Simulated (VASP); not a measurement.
Write the native input for VASP 6.6.1 that does the following.

| Item | Value |
| --- | --- |
| Task | single point |
| Functional | PBEsol |
| Potentials or basis | VASP PAW PBE potentials, release 64 (Mg, S) |
| Cutoff | 600 eV |
| k mesh | 4 × 4 × 4 |
| Occupations | gaussian, width 0.1 eV |
| Spin | no spin polarisation |
| Dipole correction | no |
| Further INCAR settings | ALGO = Normal; EDIFF = 1e-06; NBANDS = 16 |

The structure of MgS lies in POSCAR:

```
MgS
1.0
    3.9962472056      0.0000000000      0.0000000000
    0.0000000000      5.6515469706      0.0000000000
    0.0000000000      0.0000000000      3.9962472056
Mg S
2 2
Direct
    0.0000000000      0.0000000000      0.0000000000
    0.5000000000      0.5000000000      0.4999970000
    0.5000000000      0.2500000000      0.0000000000
    0.0000000000      0.7500000000      0.4999970000
```

These files were run (other wordings do the same):

INCAR

```
ALGO = Normal
EDIFF = 1E-6
ENCUT = 600
GGA = PS
GGA_COMPAT = F
ISIF = 2
ISMEAR = 0
LASPH = T
LCHARG = T
LELF = T
LREAL = F
LVHAR = T
LWAVE = F
NBANDS = 16
NELM = 120
PREC = Accurate
SIGMA = 0.1
```

KPOINTS

```
k-points
0
Gamma
  4 4 4
```

Potentials or basis: VASP PAW PBE potentials, release 64 (Mg, S).

Command:

```bash
$ cat potpaw_PBE.64/Mg/POTCAR potpaw_PBE.64/S/POTCAR > POTCAR
$ mpirun -np 1 vasp_std > vasp.out
```

It gave:

| Property | Result |
| --- | --- |
| Pressure | 0.0 GPa |
| Band gap on the k mesh | 3.32 eV |

Caveat: the PAW data sets were made with another functional, which shifts forces and pressure a little.

It took 22 s on 1 thread of Intel(R) Xeon(R) Platinum 8375C CPU @ 2.90GHz (Ice Lake), on a shared host, peak memory 0.22 GiB.
